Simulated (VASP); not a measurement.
A run of VASP 6.6.1 is set up as follows.

INCAR

```
SYSTEM = Cu
ALGO = Normal
EDIFF = 1E-6
ENCUT = 520
GGA = PE
ISIF = 2
ISMEAR = -1
LASPH = .TRUE.
LCHARG = .FALSE.
LREAL = .FALSE.
LWAVE = .FALSE.
NBANDS = 18
NELM = 60
PREC = Accurate
SIGMA = 0.1
```

The input KPOINTS:

```
k-points
0
G
  15 15 8
  0 0 0
```

Contents of POSCAR:

```
Cu
1.0
    2.6168730000      0.0000000000      0.0000000000
   -1.3084370000      2.2662820000      0.0000000000
    0.0000000000      0.0000000000      4.1696430000
Cu
2
Direct
    0.3333300000      0.6666700000      0.2500000000
    0.6666600000      0.3333300000      0.7500000000
```

Potentials or basis: VASP PAW PBE potentials, release 64 (Cu).

Command:

```bash
$ cat potpaw_PBE.64/Cu/POTCAR > POTCAR
$ mpirun -np 1 vasp_std > vasp.out
```

**Question.** What does it give for the pressure?

**Answer.** -3.3 GPa.

**Question.** Estimate the band gap on the k mesh.

**Answer.** Zero (band 11 reaches 10.85 eV, above the bottom of band 12 at 5.14 eV).

Stress tensor (GPa, compression positive):
```
-4.97  0.00  0.00
 0.00 -4.97  0.00
 0.00  0.00 -0.02
```
